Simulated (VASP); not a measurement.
Write the native input for VASP 6.6.1 that does the following.

```yaml
Task: single point
Functional: PBEsol
Potentials_or_basis: VASP PAW PBE potentials, release 64 (Pt, S)
Cutoff: 520 eV
k_mesh: 12 × 12 × 8
Occupations: gaussian, width 0.05 eV
Spin: no spin polarisation
Dipole_correction: no
Further_INCAR_settings: ALGO = Normal; EDIFF = 1e-07; NBANDS = 18
```

The structure of PtS2 lies in POSCAR:

```
PtS2
1.0
    3.4324011697      0.0000000000      0.0000000000
   -1.7162005849      2.9725466090      0.0000000000
    0.0000000000      0.0000000000      5.3693565506
Pt S
1 2
Direct
    0.0000000000      0.0000000000      0.0000000000
    0.3333333333      0.6666666667      0.2500000000
    0.6666666667      0.3333333333      0.7500000000
```

This cell differs from its parent crystal: ratio of the length along z to the lengths across it x 1.1, volume and fractional coordinates fixed.

These files were run (other wordings do the same):

INCAR

```
SYSTEM = PtS2
  ALGO = Normal
  EDIFF = 1E-7
  ENCUT = 520
  GGA = PS
  ISIF = 2
  ISMEAR = 0
  LASPH = .TRUE.
  LCHARG = .TRUE.
  LELF = .TRUE.
  LREAL = .FALSE.
  LVHAR = .TRUE.
  LWAVE = .FALSE.
  NBANDS = 18
  NELM = 60
  PREC = Accurate
  SIGMA = 0.05
```

KPOINTS

```
k-points
0
G
  12 12 8
  0 0 0
```

Potentials or basis: VASP PAW PBE potentials, release 64 (Pt, S).

Launch:

```console
$ cat potpaw_PBE.64/Pt/POTCAR potpaw_PBE.64/S/POTCAR > POTCAR
$ mpirun -np 1 vasp_std > vasp.out
```

Results of the run:

```json
{
 "Pressure": "-0.1 GPa",
 "Largest force": "0.873 eV/Å",
 "Band gap on the k mesh": "0.71 eV, indirect (least direct gap 0.88 eV)"
}
```

Caveat: the PAW data sets were made with another functional, which shifts forces and pressure a little; spin-orbit coupling is left out, which moves the levels of the heavy elements.

It took 49 s on 1 thread of Intel(R) Xeon(R) 6975P-C (Granite Rapids) (shared host), peak memory 0.26 GiB.
